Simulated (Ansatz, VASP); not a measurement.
# One calculation of Al2O3, two programs

The input INCAR:

```
SYSTEM = Al2O3
  ALGO = Normal
  EDIFF = 1E-6
  ENCUT = 520
  GGA = PE
  ISIF = 2
  ISMEAR = 0
  LASPH = .True.
  LCHARG = .False.
  LREAL = .False.
  LWAVE = .False.
  NBANDS = 35
  NELM = 100
  PREC = Accurate
  SIGMA = 0.05
```

The input KPOINTS:

```
k-points
0
Gamma
  6 6 6
  0 0 0
```

The input POSCAR:

```
Al2O3
1.0
    2.4600251504      1.4202961828      4.1771227054
   -2.4600251504      1.4202961828      4.1771227054
    0.0000000000     -2.8405923656      4.1771227054
Al O
4 6
Direct
    0.8445081524      0.8445081524      0.8445081524
    0.6554918476      0.6554918476      0.6554918476
    0.1554918476      0.1554918476      0.1554918476
    0.3445081524      0.3445081524      0.3445081524
    0.0561574040      0.4438425960      0.7500000000
    0.7500000000      0.0561574040      0.4438425960
    0.4438425960      0.7500000000      0.0561574040
    0.9438425960      0.5561574040      0.2500000000
    0.2500000000      0.9438425960      0.5561574040
    0.5561574040      0.2500000000      0.9438425960
```

Input for Ansatz:

```yaml
crystal:
  lattice:
    - [2.4600251504, 1.4202961828, 4.1771227054]
    - [-2.4600251504, 1.4202961828, 4.1771227054]
    - [0.0, -2.8405923656, 4.1771227054]
  atoms:
    - { symbol: Al, position: [0.8445081524, 0.8445081524, 0.8445081524] }
    - { symbol: Al, position: [0.6554918476, 0.6554918476, 0.6554918476] }
    - { symbol: Al, position: [0.1554918476, 0.1554918476, 0.1554918476] }
    - { symbol: Al, position: [0.3445081524, 0.3445081524, 0.3445081524] }
    - { symbol: O, position: [0.056157404, 0.443842596, 0.75] }
    - { symbol: O, position: [0.75, 0.056157404, 0.443842596] }
    - { symbol: O, position: [0.443842596, 0.75, 0.056157404] }
    - { symbol: O, position: [0.943842596, 0.556157404, 0.25] }
    - { symbol: O, position: [0.25, 0.943842596, 0.556157404] }
    - { symbol: O, position: [0.556157404, 0.25, 0.943842596] }
basis:
  ecutwfc: 520.0
kpoints:
  mp_grid: { grid: [6, 6, 6] }
hamiltonian:
  xc: pbe
  pseudopotentials: { kind: paw, azcp: { folder: soft_1 } }
scf:
  occupations: { method: gaussian, width: 0.05 }
output:
  forces: true
  stress: true
  eigenvalues: true
```

Alike in both runs: task single point; functional PBE; k mesh 6 × 6 × 6; occupations gaussian, width 0.05 eV; no spin polarisation.

```csv
,VASP,Ansatz
version,VASP 6.6.1,Ansatz 0.2.0
potentials or method,"VASP PAW PBE potentials, release 64 (Al, O), cutoff 520 eV","scalar-relativistic, plane waves, PAW"
valence electrons in the cell,48,48
```

|  | VASP | Ansatz | Ansatz less VASP |
| --- | --- | --- | --- |
| gap on the k mesh at the Fermi level (eV) | 5.45 | 5.46 | +0.009 |
| least direct gap on the mesh (eV) | 5.45 | 5.46 | +0.009 |
| pressure (GPa) | 2.1 | 2.1 | +0.01 |
| traceless stress, the component that is largest in VASP (GPa) | 24.89 | 24.86 | -0.024 |
| rms of the force components (eV/Å) | 1.001 | 0.992 | -0.0084 |

Atom by atom the forces differ by 0.010 eV/Å (rms over components).
